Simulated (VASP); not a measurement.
# TaN (P-6m2) in VASP: further runs, part 3 of 3

VASP 6.6.1. Earlier steps stand in the parts before.

## (5) Electric field gradients, PBEsol (volume scaled by 1.02)

INCAR

```
SYSTEM = TaN
PREC = Accurate ; ENCUT = 520
EDIFF = 1E-8 ; ISMEAR = -1
SIGMA = 0.02 ; LREAL = .False.
LASPH = .True. ; NELM = 80
ALGO = Normal ; ISIF = 2
LWAVE = .False. ; LCHARG = .False.
GGA = PS ; LEFG = .True.
NBANDS = 15
```

KPOINTS

```
Automatic mesh
0
Gamma
  12 12 10
  0 0 0
```

POSCAR

```
TaN
1.0
    2.9574563715      0.0000000000      0.0000000000
   -1.4787281858      2.5612323484      0.0000000000
    0.0000000000      0.0000000000      2.9020932717
Ta N
1 1
Direct
    0.3333333333      0.6666666667      0.5000000000
    0.0000000000      0.0000000000      0.0000000000
```

Potentials or basis: VASP PAW PBE potentials, release 64 (Ta_pv, N).

On the command line:

```sh
$ cat potpaw_PBE.64/Ta_pv/POTCAR potpaw_PBE.64/N/POTCAR > POTCAR
$ mpirun -np 1 vasp_std > vasp.out
```

OUTCAR:

```text
SYSTEM = TaN
   PREC = Accurate
   ENCUT = 520
   EDIFF = 1E-8
   ISMEAR = -1
   LREAL = .False.
   LASPH = .True.
   NELM = 80
   ISIF = 2
   GGA = PS

 ion  position               nearest neighbor table
   1  0.333  0.667  0.500-   2 2.24   2 2.24   2 2.24   2 2.24   2 2.24   2 2.24
   2  0.000  0.000  0.000-   1 2.24   1 2.24   1 2.24   1 2.24   1 2.24   1 2.24

  LATTYP: Found a hexagonal cell.
 ALAT       =     2.9574563715
 C/A-ratio  =     0.9812801635

  Lattice vectors:

 A1 = (   2.9574563715,   0.0000000000,   0.0000000000)
 A2 = (  -1.4787281858,   2.5612323484,   0.0000000000)
 A3 = (   0.0000000000,   0.0000000000,   2.9020932717)

Analysis of symmetry for initial positions (statically):
=====================================================================
 Subroutine PRICEL returns:
 Original cell was already a primitive cell.

 Routine SETGRP: Setting up the symmetry group for a
 hexagonal supercell.
[... 621 lines left out ...]
  volume of cell :       21.98
      direct lattice vectors                 reciprocal lattice vectors
     2.957456372  0.000000000  0.000000000     0.338128403  0.195218525  0.000000000
    -1.478728186  2.561232348  0.000000000     0.000000000  0.390437049  0.000000000
     0.000000000  0.000000000  2.902093272     0.000000000  0.000000000  0.344578863

 POSITION                                       TOTAL-FORCE (eV/Angst)
 -----------------------------------------------------------------------------------
     -0.00000      1.70749      1.45105         0.000000     -0.000000      0.000000
      0.00000      0.00000      0.00000        -0.000000      0.000000      0.000000
 -----------------------------------------------------------------------------------
    total drift:                                0.000000     -0.000000     -0.000000

  FREE ENERGIE OF THE ION-ELECTRON SYSTEM (eV)
  ---------------------------------------------------
  free  energy   TOTEN  =       -23.7835250023 eV

  energy  without entropy=      -23.7834238340  energy(sigma->0) =      -23.78347442

 Electric field gradients (V/A^2)
---------------------------------------------------------------------
 ion       V_xx      V_yy      V_zz      V_xy      V_xz      V_yz
---------------------------------------------------------------------
   1     -10.932   -10.932    21.863     0.000     0.000    -0.000
   2      -0.338    -0.337     0.675     0.001    -0.000     0.000
---------------------------------------------------------------------

 Electric field gradients after diagonalization (V/A^2)
 (convention: |V_zz| > |V_xx| > |V_yy|)
----------------------------------------------------------------------
 ion       V_xx      V_yy      V_zz     asymmetry (V_yy - V_xx)/ V_zz
----------------------------------------------------------------------
   1     -10.932   -10.931    21.863       0.000
   2      -0.339    -0.336     0.675       0.004
----------------------------------------------------------------------

           NMR quadrupolar parameters

 Cq : quadrupolar parameter    Cq=e*Q*V_zz/h
 eta: asymmetry parameters     (V_yy - V_xx)/ V_zz
 Q  : nuclear electric quadrupole moment in mb (millibarn)
----------------------------------------------------------------------
 ion       Cq(MHz)       eta       Q (mb)
----------------------------------------------------------------------
   1       0.053       0.000       1.000
   2       0.002       0.004       1.000
----------------------------------------------------------------------
```

OSZICAR:

```text
N       E                     dE             d eps       ncg     rms          rms(c)
DAV:   1     0.894754370521E+02    0.89475E+02   -0.88019E+03  3420   0.113E+03
DAV:   2    -0.232764168655E+02   -0.11275E+03   -0.10617E+03  4183   0.304E+02
DAV:   3    -0.261289123629E+02   -0.28525E+01   -0.28382E+01  3791   0.451E+01
DAV:   4    -0.261406373235E+02   -0.11725E-01   -0.11722E-01  4575   0.315E+00
DAV:   5    -0.261407111962E+02   -0.73873E-04   -0.73871E-04  3840   0.233E-01    0.228E+01
DAV:   6    -0.239014844409E+02    0.22392E+01   -0.35523E+00  4498   0.224E+01    0.973E+00
DAV:   7    -0.238211555009E+02    0.80329E-01   -0.54220E-01  3826   0.585E+00    0.667E+00
DAV:   8    -0.237910302369E+02    0.30125E-01   -0.16929E-01  4211   0.341E+00    0.141E+00
DAV:   9    -0.237836687420E+02    0.73615E-02   -0.16439E-02  3910   0.104E+00    0.199E-01
DAV:  10    -0.237835997846E+02    0.68957E-04   -0.10568E-03  4267   0.381E-01    0.934E-02
DAV:  11    -0.237835246471E+02    0.75137E-04   -0.90012E-05  4029   0.102E-01    0.126E-02
DAV:  12    -0.237835251205E+02   -0.47342E-06   -0.12269E-05  3679   0.300E-02    0.413E-03
DAV:  13    -0.237835250981E+02    0.22388E-07   -0.38170E-08  4435   0.192E-03    0.275E-03
DAV:  14    -0.237835250102E+02    0.87937E-07   -0.23566E-08  3924   0.148E-03    0.505E-04
DAV:  15    -0.237835249992E+02    0.11015E-07   -0.17489E-09  1822   0.362E-04    0.182E-04
DAV:  16    -0.237835250023E+02   -0.31771E-08   -0.20953E-10  1759   0.166E-04
   1 F= -.23783525E+02 E0= -.23783474E+02  d E =-.101168E-03
```

stdout:

```text
POSCAR found type information on POSCAR TaN
 POSCAR found :  2 types and       2 ions
 scaLAPACK will be used
 -----------------------------------------------------------------------------
|                                                                             |
|                                                                             |
|     You enforced a specific xc type in the INCAR file but a different       |
|     I HOPE YOU KNOW WHAT YOU ARE DOING!                                     |
|                                                                             |
 -----------------------------------------------------------------------------

 LDA part: xc-table for (Slater+PW92), standard interpolation
 POSCAR, INCAR and KPOINTS ok, starting setup
 FFT: planning ... GRIDC
 FFT: planning ... GRID_SOFT
 FFT: planning ... GRID
 WAVECAR not read
 entering main loop
ion   1

ion   2
```

Run time: 51 s. Hardware: 1 thread of AMD EPYC 7R13, shared host; peak memory 0.14 GiB.

Results:

| Quantity | Value |
| --- | --- |
| Free energy | -23.7835 eV |
| Pressure | -10.7 GPa |
| Band gap on the k mesh | zero (band 8 reaches 8.27 eV, above the bottom of band 9 at 7.79 eV) |

Stress tensor (GPa, compression positive):
```
-10.37   0.00   0.00
  0.00 -10.37   0.00
  0.00   0.00 -11.24
```

Levels at points of the mesh, in eV from the Fermi level:
| k point | band 6 | band 7 | band 8 | band 9 | band 10 | band 11 |
| --- | --- | --- | --- | --- | --- | --- |
| (0.00, 0.00, 0.00) | -4.57 | -4.23 | -2.98 | 1.97 | 3.41 | 3.41 |
| (0.50, 0.00, 0.00) | -5.20 | -3.52 | -3.23 | 2.81 | 3.83 | 5.00 |
| (0.00, 0.00, 0.50) | -3.77 | -3.77 | -0.20 | -0.20 | 2.28 | 3.14 |
| (0.50, 0.00, 0.50) | -6.22 | -5.68 | -0.48 | 3.92 | 5.11 | 5.79 |

Electric field gradients, principal values (V/Å²):
```tsv
atom	least	middle	greatest (by size)
1 Ta	-10.931	-10.932	21.863
2 N	-0.336	-0.339	0.675
```

Caveat: without QUAD_EFG the Cq values of the log hold for a quadrupole moment of 1 mb, not for the nuclei; the PAW data sets were made with another functional, which shifts forces and pressure a little; spin-orbit coupling is left out, which moves the levels of the heavy elements.
